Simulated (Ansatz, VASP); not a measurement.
**One calculation of Ge, two programs**

```
CELL_PARAMETERS angstrom
0.00000 2.77116 2.77116
2.77116 0.00000 2.77116
2.77116 2.77116 0.00000
ATOMIC_POSITIONS crystal
Ge 0.75000 0.75000 0.75000
Ge 0.50000 0.50000 0.50000
```

Alike in both runs: task single point; functional PBEsol; dispersion D4; k mesh 8 × 8 × 8; occupations fermi-dirac, width 0.05 eV; no spin polarisation.

|  | VASP | Ansatz |
| --- | --- | --- |
| version | VASP 6.6.1 | Ansatz 0.2.0 |
| potentials or method | VASP PAW PBE potentials, release 64 (Ge_d) | Ansatz PAW |
| plane-wave cutoff (eV) | 520 | 420 |
| valence electrons in the cell | 28 | 28 |

|  | VASP | Ansatz | Ansatz less VASP |
| --- | --- | --- | --- |
| gap on the k mesh at the Fermi level (eV) | 0.32 | 0.31 | -0.008 |
| least direct gap on the mesh (eV) | 0.57 | 0.56 | -0.013 |
| pressure (GPa) | 4.1 | 4.3 | +0.15 |

VASP's potentials were made for PBE, not for PBEsol.
